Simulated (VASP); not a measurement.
Set up this calculation in VASP 6.6.1, as the native input.

* Task: single point
* Functional: HSE06
* Potentials or basis: VASP PAW PBE potentials, release 64 (Sb, Ga_d)
* Cutoff: 520 eV
* k mesh: 6 × 6 × 6
* Occupations: fermi-dirac, width 0.05 eV
* Spin: no spin polarisation
* Dipole correction: no
* Grid for exact exchange (PRECFOCK): Normal
* Further INCAR settings: ALGO = Normal; EDIFF = 1e-06; NBANDS = 16
* Share of exact exchange: 0.25
* Screening parameter: 0.2079 1/Å

GaSb:

```xyz
2
Lattice="-2.7534 2.7534 1.5907 2.7534 -2.7534 1.5907 2.7534 2.7534 -1.5907" Properties=species:S:1:pos:R:3 pbc="T T T"
Sb    0.0000    0.0000    0.0000
Ga    0.0000    2.7534    0.7954
```

The input as run:

POSCAR

```
GaSb
1.0
   -2.7534340000      2.7534340000      1.5907070000
    2.7534340000     -2.7534340000      1.5907070000
    2.7534340000      2.7534340000     -1.5907070000
Sb Ga
1 1
Direct
    0.0000000000      0.0000000000      0.0000000000
    0.7500000000      0.2500000000      0.5000000000
```

INCAR.step1

```
SYSTEM = GaSb
ALGO = Normal
EDIFF = 1E-5
ENCUT = 520
GGA = PE
ISIF = 2
ISMEAR = -1
KPAR = 4
LASPH = .TRUE.
LREAL = .FALSE.
LWAVE = .TRUE.
NBANDS = 16
NELM = 60
PREC = Accurate
SIGMA = 0.05
```

INCAR.step2

```
SYSTEM = GaSb
ALGO = Normal
EDIFF = 1E-6
ENCUT = 520
GGA = PE
HFSCREEN = 0.2079
ISIF = 2
ISMEAR = -1
ISTART = 1
KPAR = 4
LASPH = .TRUE.
LCHARG = .TRUE.
LHFCALC = .TRUE.
LREAL = .FALSE.
LVHAR = .TRUE.
LWAVE = .FALSE.
NBANDS = 16
NELM = 60
PREC = Accurate
PRECFOCK = Normal
SIGMA = 0.05
```

KPOINTS

```
k-points
0
G
  6 6 6
  0 0 0
```

Potentials or basis: VASP PAW PBE potentials, release 64 (Sb, Ga_d).

The run is started by

```bash
$ cat potpaw_PBE.64/Sb/POTCAR potpaw_PBE.64/Ga_d/POTCAR > POTCAR
$ cp INCAR.step1 INCAR
$ mpirun -np 4 vasp_std > vasp.out
$ cp INCAR.step2 INCAR
$ mpirun -np 4 vasp_std > vasp.out
```

Results of the run:

* Pressure: -2.0 GPa
* Band gap on the k mesh: zero (bands 9 and 10 overlap by 5.40 eV)

Caveat: the k points lie up to 0.38 Å⁻¹ apart, too coarse for converged energies and pressures of a metal; the PAW data sets were made with another functional, which shifts forces and pressure a little; spin-orbit coupling is left out, which moves the levels of the heavy elements.

It took 33 min on 4 MPI ranks on Oxide Virtual Turin-like Processor (shared host), peak memory 0.28 GiB a rank.
